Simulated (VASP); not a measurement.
# C (I4_1/amd) in VASP: a series of runs

C is run at these levels: PBE; tasks: single point.

Program: VASP 6.6.1. These are calculated values, not measurements. Logs are shortened: lines on timing, memory, paths and dates and some standing lists are left out, and cuts for length are marked.

### 1 The cell of the first run

The structure is tetragonal, space group I4_1/amd (No. 141). The conventional cell has a = 2.484 Å, b = 2.484 Å, c = 3.620 Å, α = 90.00°, β = 90.00°, γ = 90.00°. C (site symmetry -4m2) has 4 C at 1.54 Å within 2.0 Å.

### 2 Single point, PBE (strain -0.015 along x and y, +0.015 along z)

Input file INCAR:

```
ALGO = Normal
EDIFF = 1E-7
ENCUT = 520
GGA = PE
ISIF = 2
ISMEAR = 0
LASPH = True
LCHARG = False
LREAL = False
LWAVE = False
NBANDS = 11
NELM = 80
PREC = Accurate
SIGMA = 0.05
```

Input file KPOINTS:

```
k-points
0
Gamma
  12 12 12
```

Input file POSCAR:

```
C
1.0
    0.0000000000      1.7566490000      1.8101510000
    1.7566490000      0.0000000000      1.8101510000
    1.7566490000      1.7566490000      0.0000000000
C
2
Direct
    0.5000000000      0.5000000000      0.5000000000
    0.7500000000      0.7500000000      0.7500000000
```

Potentials or basis: VASP PAW PBE potentials, release 64 (C).

Launch:

```sh
> cat potpaw_PBE.64/C/POTCAR > POTCAR
> mpirun -np 1 vasp_std > vasp.out
```

OUTCAR:

```text
EDIFF = 1E-7
   ENCUT = 520
   GGA = PE
   ISIF = 2
   ISMEAR = 0
   LASPH = True
   LREAL = False
   NELM = 80
   PREC = Accurate

 ion  position               nearest neighbor table
   1  0.500  0.500  0.500-   2 1.54   2 1.54   2 1.54   2 1.54
   2  0.750  0.750  0.750-   1 1.54   1 1.54   1 1.54   1 1.54

  LATTYP: Found a body centered tetragonal cell.
 ALAT       =     2.4842768401
 C/A-ratio  =     1.4572860567

  Lattice vectors:

 A1 = (  -1.7566490000,   0.0000000000,   1.8101510000)
 A2 = (   1.7566490000,   0.0000000000,   1.8101510000)
 A3 = (   0.0000000000,   1.7566490000,  -1.8101510000)

Analysis of symmetry for initial positions (statically):
=====================================================================
 Subroutine PRICEL returns:
 Original cell was already a primitive cell.

 Routine SETGRP: Setting up the symmetry group for a
 body centered tetragonal supercell.

 Subroutine GETGRP returns: Found 16 space group operations
 (whereof  8 operations were pure point group operations)
 out of a pool of 16 trial point group operations.

The static configuration has the point symmetry D_2d.
 The point group associated with its full space group is D_4h.

Analysis of symmetry for dynamics (positions and initial velocities):
=====================================================================
 Subroutine PRICEL returns:
 Original cell was already a primitive cell.

 Routine SETGRP: Setting up the symmetry group for a
 body centered tetragonal supercell.

 Subroutine GETGRP returns: Found 16 space group operations
 (whereof  8 operations were pure point group operations)
 out of a pool of 16 trial point group operations.

The dynamic configuration has the point symmetry D_2d.
 The point group associated with its full space group is D_4h.

 Subroutine INISYM returns: Found 16 space group operations
 (whereof  8 operations are pure point group operations),
 and found     1 'primitive' translations

----------------------------------------------------------------------------------------

                                     Primitive cell

  volume of cell :      11.1716

  direct lattice vectors                    reciprocal lattice vectors
     0.000000000  1.756649000  1.810151000    -0.284632844  0.284632844  0.276220050
     1.756649000  0.000000000  1.810151000     0.284632844 -0.284632844  0.276220050
     1.756649000  1.756649000  0.000000000     0.284632844  0.284632844 -0.276220050

  length of vectors
     2.522392188  2.522392188  2.484276840     0.488189745  0.488189745  0.488189745

  position of ions in fractional coordinates (direct lattice)
     0.500000000  0.500000000  0.500000000
     0.750000000  0.750000000  0.750000000

  ion indices of the primitive-cell ions
   primitive index   ion index
                 1           1
                 2           2

----------------------------------------------------------------------------------------

 KPOINTS: k-points

Automatic generation of k-mesh.
 Grid dimensions read from file:
 generate k-points for:   12   12   12

 Generating k-lattice:

  Cartesian coordinates                     Fractional coordinates (reciprocal lattice)
    -0.023719404  0.023719404  0.023018338     0.083333333  0.000000000  0.000000000
     0.023719404 -0.023719404  0.023018338     0.000000000  0.083333333  0.000000000
     0.023719404  0.023719404 -0.023018338     0.000000000  0.000000000  0.083333333

  Length of vectors
     0.040682479  0.040682479  0.040682479

  Shift w.r.t. Gamma in fractional coordinates (k-lattice)
     0.000000000  0.000000000  0.000000000

 Subroutine IBZKPT returns following result:
 ===========================================

 Found    163 irreducible k-points:

 Following reciprocal coordinates:
            Coordinates               Weight
  0.000000  0.000000  0.000000      1.000000
  0.083333  0.000000  0.000000      8.000000
  0.166667 -0.000000  0.000000      8.000000
  0.250000 -0.000000  0.000000      8.000000
  0.333333 -0.000000  0.000000      8.000000
  0.416667 -0.000000  0.000000      8.000000
[... 16 lines left out ...]
  0.500000  0.166667  0.000000      8.000000
 -0.416667  0.166667  0.000000      8.000000
 [... further k-points ...]
   k-points           NKPTS =    163   k-points in BZ     NKDIM =    163   number of bands    NBANDS=     11
   number of dos      NEDOS =    301   number of ions     NIONS =      2
   total plane-waves  NPLWV =   7200
   dimension x,y,z NGX =    20 NGY =   20 NGZ =   18
   dimension x,y,z NGXF=    40 NGYF=   40 NGZF=   36
   ions per type =               2
   NGX,Y,Z   is equivalent  to a cutoff of  13.18, 13.18, 12.05 a.u.
   NGXF,Y,Z  is equivalent  to a cutoff of  26.36, 26.36, 24.09 a.u.
 SYSTEM =  unknown system
   PREC   = accura    normal or accurate (medium, high low for compatibility)
   ISTART =      0    job   : 0-new  1-cont  2-samecut
   ICHARG =      2    charge: 1-file 2-atom 10-const
   ISPIN  =      1    spin polarized calculation?
   LNONCOLLINEAR =      F non collinear calculations
   LSORBIT =      F    spin-orbit coupling
   LASPH  =      T    aspherical Exc in radial PAW
   ENCUT  =  520.0 eV  38.22 Ry    6.18 a.u.   4.69  4.69  4.62*2*pi/ulx,y,z
   NELM   =     80;   NELMIN=  2; NELMDL= -5     # of ELM steps
   EDIFF  = 0.1E-06   stopping-criterion for ELM
   LREAL  =      F    real-space projection
   EDIFFG = 0.1E-05   stopping-criterion for IOM
   NSW    =      0    number of steps for IOM
   IBRION =     -1    ionic relax: 0-MD 1-quasi-New 2-CG
   NFREE  =      0    steps in history (QN), initial steepest desc. (CG)
   ISIF   =      2    stress and relaxation
   ISYM   =      2    0-nonsym 1-usesym 2-fastsym
   POTIM  = 0.5000    time-step for ionic-motion
   TEBEG  =    0.0;   TEEND  =   0.0 temperature during run
   PSTRESS=    0.0 pullay stress
   NELECT =       8.0000    total number of electrons
   NUPDOWN=      -1.0000    fix difference up-down
   EMIN   =  10.00;   EMAX   =-10.00  energy-range for DOS
   EFERMI =   0.00;   METHOD = LEGACY
   ISMEAR =     0;   SIGMA  =   0.05  broadening in eV -4-tet -1-fermi 0-gaus
   EFERMI_NEDOS =   21; number of points for ismear=-14 and -15
   IALGO  =     38    algorithm
   IMIX   =      4    mixing-type and parameters
     AMIX     =   0.40;   BMIX     =  1.00
     AMIX_MAG =   1.60;   BMIX_MAG =  1.00
  volume/ion in A,a.u.               =       5.59        37.69
  Fermi-wavevector in a.u.,A,eV,Ry     =   1.464648  2.767783 29.187129  2.145193
  Thomas-Fermi vector in A             =   2.580599
   LORBIT       =      0    0 simple, 1 ext, 2 COOP (PROOUT), +10 PAW based schemes
   GGA     = PE    functional components
   LHFCALC =     F    Hartree Fock is set to
   AEXX    =    0.0000 exact exchange contribution
   IVDW    =     0    specifies the selected vdW correction
   LEPSILON=     F    determine dielectric tensor
   LRPA    =     F    only Hartree local field effects (RPA)
 non-spin polarized calculation
 Gauss-broadening in eV      SIGMA  =   0.05
  energy-cutoff  :      520.00
  volume of cell :       11.17
 maximum number of plane-waves:       318
   NGX =  9   NGY =  9   NGZ =  9

 number of electron       8.0000001 magnetization

 Free energy of the ion-electron system (eV)
  ---------------------------------------------------
  ext. energy  EPLUGINS =         0.00000000
  ---------------------------------------------------
  free energy    TOTEN  =       -18.15847413 eV

  energy without entropy =      -18.15847413  energy(sigma->0) =      -18.15847413

 E-fermi :  10.3489     XC(G=0): -13.3291

 val. band max:       10.1114268802   @ k =   0.0000   0.0000   0.0000
 cond. band min:      13.9159085072   @ k =   0.3333   0.0000   0.3333
 fundamental gap:      3.8044816269
 Fermi energy:        10.3488979999

 k-point     1 :       0.0000    0.0000    0.0000
  band No.  band energies     occupation
      1     -11.7301      2.00000
      2       9.6386      2.00000
      3      10.1114      2.00000
      4      10.1114      2.00000
      5      15.4698      0.00000
      6      15.4698      0.00000
      7      15.8441      0.00000
      8      23.6210      0.00000
      9      29.4536      0.00000
     10      35.7466      0.00000
     11      36.6066      0.00000

 k-point     2 :       0.0833    0.0000    0.0000
  band No.  band energies     occupation
      1     -11.5356      2.00000
      2       8.6693      2.00000
      3       9.5063      2.00000
      4       9.7910      2.00000
      5      15.9081      0.00000
      6      15.9900      0.00000
      7      16.4728      0.00000
      8      23.7758      0.00000
      9      29.7754      0.00000
     10      33.7678      0.00000
     11      35.0935      0.00000

 k-point     3 :       0.1667   -0.0000    0.0000
  band No.  band energies     occupation
      1     -10.9544      2.00000
      2       6.1515      2.00000
      3       8.7345      2.00000
      4       9.1032      2.00000
      5      16.8657      0.00000
      6      16.8693      0.00000
      7      17.6154      0.00000
      8      24.2184      0.00000
      9      30.4334      0.00000
     10      32.3751      0.00000
     11      33.3315      0.00000

 k-point     4 :       0.2500   -0.0000    0.0000
  band No.  band energies     occupation
      1      -9.9950      2.00000
      2       3.2927      2.00000
      3       7.9651      2.00000
      4       8.4026      2.00000
      5      17.5764      0.00000
      6      17.7947      0.00000
      7      18.4931      0.00000
      8      24.8367      0.00000
      9      30.8063      0.00000
     10      32.2588      0.00000
     11      32.7403      0.00000

 k-point     5 :       0.3333   -0.0000    0.0000
  band No.  band energies     occupation
      1      -8.6780      2.00000
      2       0.4848      2.00000
      3       7.3529      2.00000
      4       7.8520      2.00000
      5      17.9248      0.00000
      6      18.3574      0.00000
      7      19.0142      0.00000
      8      25.4028      0.00000
      9      31.0619      0.00000
     10      33.3229      0.00000
     11      33.4140      0.00000
[... 211 lines left out ...]
 k-point    21 :       0.3333    0.1667    0.0000
  band No.  band energies     occupation
      1      -8.9992      2.00000
      2       2.7320      2.00000
      3       6.2096      2.00000
      4       6.3032      2.00000
      5      16.4088      0.00000
      6      20.7310      0.00000
      7      20.9299      0.00000
      8      22.0795      0.00000
      9      30.6245      0.00000
     10      31.6531      0.00000
     11      37.3953      0.00000

 k-point    22 :       0.4167    0.1667    0.0000
  band No.  band energies     occupation
      1      -7.6037      2.00000
      2       0.1745      2.00000
      3       5.3070      2.00000
      4       6.1083      2.00000
      5      17.0416      0.00000
      6      21.0390      0.00000
      7      21.1169      0.00000
      8      23.1213      0.00000
      9      31.0440      0.00000
     10      32.2931      0.00000
     11      37.6156      0.00000

 k-point    23 :       0.5000    0.1667    0.0000
  band No.  band energies     occupation
      1      -5.9937      2.00000
      2      -2.1129      2.00000
      3       4.5730      2.00000
      4       6.2180      2.00000
      5      17.4644      0.00000
      6      20.8555      0.00000
      7      21.1349      0.00000
      8      24.7453      0.00000
      9      30.1906      0.00000
     10      33.8112      0.00000
     11      36.7673      0.00000

 k-point    24 :      -0.4167    0.1667    0.0000
  band No.  band energies     occupation
      1      -5.4173      2.00000
      2      -2.7985      2.00000
      3       4.1012      2.00000
      4       6.6142      2.00000
      5      17.9428      0.00000
      6      20.3319      0.00000
      7      21.0716      0.00000
      8      25.6609      0.00000
      9      29.7626      0.00000
     10      34.3609      0.00000
     11      34.7320      0.00000

 [... further k-points ...]
[... 5 lines left out ...]
  --------------------------------------------------------------------------------------
  -------------------------------------------------------------------------------------
  Total        1.3384348      1.3384348     -0.7001655      0.0000000      0.0000000      0.0000000
  in kB      191.9521687    191.9521687   -100.4145223      0.0000000      0.0000000      0.0000000
  external PRESSURE =      94.4966051 kB  Pullay stress =       0.0000000 kB

 VOLUME and BASIS-vectors are now :
 -----------------------------------------------------------------------------
  energy-cutoff  :      520.00
  volume of cell :       11.17
      direct lattice vectors                 reciprocal lattice vectors
     0.000000000  1.756649000  1.810151000    -0.284632844  0.284632844  0.276220050
     1.756649000  0.000000000  1.810151000     0.284632844 -0.284632844  0.276220050
     1.756649000  1.756649000  0.000000000     0.284632844  0.284632844 -0.276220050

 POSITION                                       TOTAL-FORCE (eV/Angst)
 -----------------------------------------------------------------------------------
      1.75665      1.75665      1.81015         0.000000      0.000000      0.000000
      2.63497      2.63497      2.71523         0.000000      0.000000      0.000000
 -----------------------------------------------------------------------------------
    total drift:                                0.000000     -0.000000      0.000000

  FREE ENERGIE OF THE ION-ELECTRON SYSTEM (eV)
  ---------------------------------------------------
  free  energy   TOTEN  =       -18.1584741308 eV

  energy  without entropy=      -18.1584741308  energy(sigma->0) =      -18.15847413
```

Run time: 10 s. Hardware: 1 thread of AMD EPYC 9R45 (Zen 5), shared host; peak memory 0.09 GiB.

Results:

| Item | Value |
| --- | --- |
| Free energy | -18.1585 eV |
| Pressure | 9.4 GPa |
| Band gap on the k mesh | 3.80 eV, indirect (least direct gap 5.36 eV) |

Stress tensor (GPa, compression positive):
```
 19.20   0.00   0.00
  0.00  19.20   0.00
  0.00   0.00 -10.04
```

Caveat: the cell differs from its parent crystal (strain -0.015 along x and y, +0.015 along z).

### 3 Single point, PBE (strain -0.015 along x and y, +0.030 along z)

Input file INCAR:

```
PREC = Accurate
ENCUT = 520
EDIFF = 1E-6
ISMEAR = 0
SIGMA = 0.05
LREAL = F
LASPH = T
NELM = 80
ALGO = Normal
ISIF = 2
LWAVE = F
LCHARG = F
GGA = PE
NBANDS = 11
```

Input file KPOINTS:

```
regular mesh
0
Gamma
  12 12 12
```

Input file POSCAR:

```
C
1.0
    0.0000000000      1.7566490000      1.8369020000
    1.7566490000      0.0000000000      1.8369020000
    1.7566490000      1.7566490000      0.0000000000
C
2
Direct
    0.5000000000      0.5000000000      0.5000000000
    0.7500000000      0.7500000000      0.7500000000
```

Potentials or basis: VASP PAW PBE potentials, release 64 (C).

Launch:

```sh
> cat potpaw_PBE.64/C/POTCAR > POTCAR
> mpirun -np 1 vasp_std > vasp.out
```

It took 9.8 s on 1 thread of AMD EPYC 9R45 (Zen 5), shared host; peak memory 0.09 GiB.

It converged, with:

```yaml
Free_energy: -18.1400 eV
Pressure: 2.8 GPa
Band_gap_on_the_k_mesh: 3.59 eV, indirect (least direct gap 5.19 eV)
```

Stress tensor (GPa, compression positive):
```
 17.27   0.00   0.00
  0.00  17.27   0.00
  0.00   0.00 -26.19
```

Levels at points of the mesh, in eV from the valence-band top:
| k point | band 1 | band 2 | band 3 | band 4 | band 5 | band 6 | band 7 | band 8 |
| --- | --- | --- | --- | --- | --- | --- | --- | --- |
| (0.00, 0.00, 0.00) | -21.72 | -0.71 | 0.00 | 0.00 | 5.19 | 5.19 | 5.74 | 13.07 |
| (0.50, 0.00, 0.00) | -15.93 | -13.61 | -3.45 | -2.62 | 7.45 | 8.41 | 9.21 | 15.48 |
| (0.50, 0.50, 0.00) | -13.46 | -13.46 | -6.09 | -6.09 | 5.23 | 5.23 | 16.40 | 16.40 |
| (0.50, 0.00, 0.50) | -12.77 | -12.77 | -6.74 | -6.74 | 4.19 | 4.19 | 16.55 | 16.55 |

Caveat: the cell differs from its parent crystal (strain -0.015 along x and y, +0.030 along z). A k mesh can miss the band edges.

(Continued in part 2 of 2.)
